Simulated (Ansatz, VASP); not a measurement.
## SrTiO3: VASP beside Ansatz

```
Sr Ti O
1.0
     3.75058    0.00000    0.00000
     0.00000    3.75058    0.00000
     0.00000    0.00000    3.75058
Sr Ti O
1 1 3
Direct
  0.00000 0.00000 0.00000
  0.50000 0.50000 0.50000
  0.50000 0.50000 0.00000
  0.50000 0.00000 0.50000
  0.00000 0.50000 0.50000
```

Change from the starting cell: hydrostatic strain -4.0%.

Alike in both runs: task single point; functional r2SCAN; k mesh 6 × 6 × 6; no spin polarisation.

|  | VASP | Ansatz |
| --- | --- | --- |
| version | VASP 6.6.1 | Ansatz 0.2.0 |
| potentials or method | VASP PAW PBE potentials, release 64 (Sr_sv, Ti_sv, O) | plane waves, PAW |
| plane-wave cutoff (eV) | 520 | 500 |
| occupations | gaussian, width 0.01 eV | fixed |
| valence electrons in the cell | 40 | 40 |

VASP gave:

- gap on the k mesh at the Fermi level (eV): 2.53
- pressure (GPa): 31.6

Q: What did Ansatz give for the same quantities?

A: gap on the k mesh at the Fermi level (eV): 2.52; pressure (GPa): 30.3.

VASP's potentials were made for PBE, not for r2SCAN. Both programs put the cell under a high pressure, so it lies far from rest at this level.
